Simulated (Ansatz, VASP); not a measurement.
Two plane-wave programs on SrVO3

```xyz
5
Lattice="3.8409 0.0000 0.0000 0.0000 3.8409 0.0000 0.0000 0.0000 3.8409" Properties=species:S:1:pos:R:3 pbc="T T T"
Sr    1.9204    1.9204    1.9204
V     0.0000    0.0000    0.0000
O     1.9204    0.0000    0.0000
O     0.0000    1.9204    0.0000
O     0.0000    0.0000    1.9204
```

Alike in both runs: task single point; functional PBE; k mesh 7 × 7 × 7; collinear spin.

|  | VASP | Ansatz |
| --- | --- | --- |
| version | VASP 6.6.1 | Ansatz 0.2.0 |
| potentials or method | VASP PAW PBE potentials, release 64 (Sr_sv, V_sv, O) | plane waves, PAW |
| plane-wave cutoff (eV) | 520 | 420 |
| occupations | fermi-dirac, width 0.1 eV | fermi-dirac |
| valence electrons in the cell | 41 | 41 |

```csv
,VASP,Ansatz,Ansatz less VASP
gap on the k mesh at the Fermi level (eV),none,none,-
net moment per atom (μB),0.00,0.00,0.000
```

A gap of «none» marks a metal or a gap that the smearing closes. Ansatz's warnings: seeded moment not kept.
